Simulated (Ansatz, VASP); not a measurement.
Bi2H3: VASP beside Ansatz

The input POSCAR:

```
Bi2H3
1.0
    3.5507010000      0.0000000000      0.0000000000
   -1.7753500000      3.0749990000      0.0000000000
   -1.7753500000      1.0250000000      8.2296520000
Bi H
2 3
Direct
    0.4000000000      0.6000000000      0.2000000000
    0.6000000000      0.4000000000      0.8000000000
    0.0000000000      0.0000000000      0.0000000000
    0.2095000000      0.7905000000      0.6285000000
    0.7905000000      0.2095000000      0.3715000000
```

The input INCAR.step1:

```
PREC     = Accurate       # precision mode
ENCUT    = 520            # plane-wave cutoff, eV
ISMEAR   = 1              # smearing method
SIGMA    = 0.0223         # smearing width, eV
LREAL    = False          # projectors in reciprocal space
LASPH    = True           # aspherical terms in the spheres
NELM     = 100            # most SCF steps
NBANDS   = 24             # bands
GGA      = PE             # functional
ALGO     = Normal         # electronic algorithm
EDIFF    = 1E-4           # SCF threshold, eV
LWAVE    = True           # write WAVECAR
LCHARG   = False          # write CHGCAR
```

The input INCAR.step2:

```
PREC     = Accurate       # precision mode
ENCUT    = 520            # plane-wave cutoff, eV
EDIFF    = 1E-6           # SCF threshold, eV
ISMEAR   = 1              # smearing method
SIGMA    = 0.0223         # smearing width, eV
LREAL    = False          # projectors in reciprocal space
LASPH    = True           # aspherical terms in the spheres
NELM     = 100            # most SCF steps
ALGO     = Normal         # electronic algorithm
ISIF     = 2              # what is computed and relaxed
LWAVE    = False          # write WAVECAR
LCHARG   = True           # write CHGCAR
METAGGA  = R2SCAN         # meta-GGA
LMIXTAU  = True         
LELF     = True           # ELF
LVHAR    = True         
NBANDS   = 24             # bands
ISTART   = 1
```

Contents of KPOINTS:

```
Automatic mesh
0
Gamma
  8 8 8
```

Input for Ansatz:

```yaml
crystal:
  lattice:
    - [3.550701, 0.0, 0.0]
    - [-1.77535, 3.074999, 0.0]
    - [-1.77535, 1.025, 8.229652]
  atoms:
    - { symbol: Bi, position: [0.4, 0.6, 0.2] }
    - { symbol: Bi, position: [0.6, 0.4, 0.8] }
    - { symbol: H, position: [0.0, 0.0, 0.0] }
    - { symbol: H, position: [0.2095, 0.7905, 0.6285] }
    - { symbol: H, position: [0.7905, 0.2095, 0.3715] }
  symmetry: { tolerance: 0.0003 }
kpoints:
  mp_grid: { grid: [8, 8, 8], shift: [0, 0, 0] }
  band_path:
    path:
      - [0.0, 0.0, 0.0]
      - [0.0, 0.0, 0.5]
      - [0.64598322, -0.32299161, 0.17700839]
      - [0.67700839, -0.35401678, -0.17700839]
      - [0.5, 0.0, 0.0]
      - [0.0, 0.0, 0.0]
      - [0.67700839, -0.3385042, -0.3385042]
      - [0.6614958, -0.3385042, 0.0]
      - [0.5, -0.5, 0.0]
      - [0.0, 0.0, 0.0]
    npoints: 6
magnetization:
  spin_polarized: false
scf:
  occupations: { method: cold, width: 0.0223 }
  lower_state_search: "off"
  max_iter: 200
hamiltonian:
  pseudopotentials: { kind: paw }
  xc: r2scan
basis:
  ecutwfc: 500
  fft_grid_basis: typed
output:
  forces: true
  stress: true
  eigenvalues: true
  bader: true
  populations: true
  elf: true
  write_potential: true
  volumetric_format: npy
  dos:
    e_range: [-12, 8]
    de: 0.05
    projected: { site_lists: { Bi: [Bi], H: [H] } }
checkpoint:
  read: saved_state
```

Alike in both runs: task single point; functional r2SCAN; k mesh 8 × 8 × 8; no spin polarisation.

|  | VASP | Ansatz |
| --- | --- | --- |
| version | VASP 6.6.1 | Ansatz 0.2.0 |
| potentials or method | VASP PAW PBE potentials, release 64 (Bi_d, H), cutoff 520 eV | PAW plane waves |
| occupations | methfessel-paxton of order 1, width 0.0223 eV | cold, width 0.0223 eV |
| valence electrons in the cell | 33 | 33 |

VASP gave:

```
pressure (GPa)                                                : -4.2
traceless stress, the component that is largest in VASP (GPa) : -2.84
rms of the force components (eV/Å)                            : 0.367
```

Problem. What did Ansatz give for the same quantities?

Solution. Pressure (GPa): -4.1; traceless stress, the component that is largest in VASP (GPa): -2.82; rms of the force components (eV/Å): 0.368.

VASP's potentials were made for PBE, not for r2SCAN. Atom by atom the forces differ by 0.000 eV/Å (rms over components). Ansatz's warnings: structure snapped to symmetry.

Neither program's run includes spin-orbit coupling.
